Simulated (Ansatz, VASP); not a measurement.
## MgO in VASP and in Ansatz

```
Mg O
1.0
     3.48410    0.00000    0.00000
    -1.74205    3.01732    0.00000
     0.00000    0.00000    4.18569
Mg O
2 2
Direct
  0.66667 0.33333 0.75000
  0.33333 0.66667 0.25000
  0.70956 0.21616 0.25000
  0.33333 0.66667 0.75000
```

Alike in both runs: task single point; functional r2SCAN; k mesh 6 × 6 × 6; occupations gaussian, width 0.05 eV; no spin polarisation.

```csv
,VASP,Ansatz
version,VASP 6.6.1,Ansatz 0.2.0
potentials or method,"VASP PAW PBE potentials, release 64 (Mg, O), cutoff 520 eV","scalar-relativistic, plane waves, PAW"
valence electrons in the cell,16,32
```

```tsv
	VASP	Ansatz	Ansatz less VASP
gap on the k mesh at the Fermi level (eV)	3.59	3.61	+0.016
least direct gap on the mesh (eV)	3.59	3.61	+0.016
pressure (GPa)	8.7	9.1	+0.39
traceless stress, the component that is largest in VASP (GPa)	20.06	19.38	-0.674
rms of the force components (eV/Å)	2.148	2.087	-0.0613
```

VASP's potentials were made for PBE, not for r2SCAN. Atom by atom the forces differ by 0.063 eV/Å (rms over components). VASP's potentials hold 16 valence electrons a cell and Ansatz's 32, so a difference there can come from the potentials and not from the codes.
